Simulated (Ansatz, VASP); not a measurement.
CuO in VASP and in Ansatz

```
Cu O
1.0
     0.18960   -2.17229   -2.04314
    -2.01972    0.10630   -1.95984
     2.38320    2.28584   -4.38944
Cu O
2 2
Direct
  0.45623 0.53069 0.48541
  0.97428 0.98587 0.02436
  0.80166 0.74472 0.73928
  0.26782 0.23873 0.25095
```

Alike in both runs: functional r2SCAN; k mesh 10 × 10 × 5; occupations fermi-dirac, width 0.05 eV; no spin polarisation; Hubbard terms Cu d U = 6.0 eV.

```csv
,VASP,Ansatz
version,VASP 6.6.1,Ansatz 0.2.0
potentials or method,"VASP PAW PBE potentials, release 64 (Cu, O)",Ansatz PAW
plane-wave cutoff (eV),520,500
valence electrons in the cell,34,50
task,single point,band structure
```

Ansatz gave:

```
gap on the k mesh at the Fermi level (eV)                     : none
pressure (GPa)                                                : -7.4
traceless stress, the component that is largest in VASP (GPa) : 7.58
rms of the force components (eV/Å)                            : 0.714
```

Task: Estimate VASP's values.

Result: gap on the k mesh at the Fermi level (eV): none; pressure (GPa): -13.7; traceless stress, the component that is largest in VASP (GPa): 8.94; rms of the force components (eV/Å): 0.652.

VASP's potentials were made for PBE, not for r2SCAN. The programs project onto different local orbitals, so the same U acts differently, and such runs can settle in different states. Atom by atom the forces differ by 0.094 eV/Å (rms over components). A gap of «none» marks a metal or a gap that the smearing closes. VASP's potentials hold 34 valence electrons a cell and Ansatz's 50, so a difference there can come from the potentials and not from the codes.
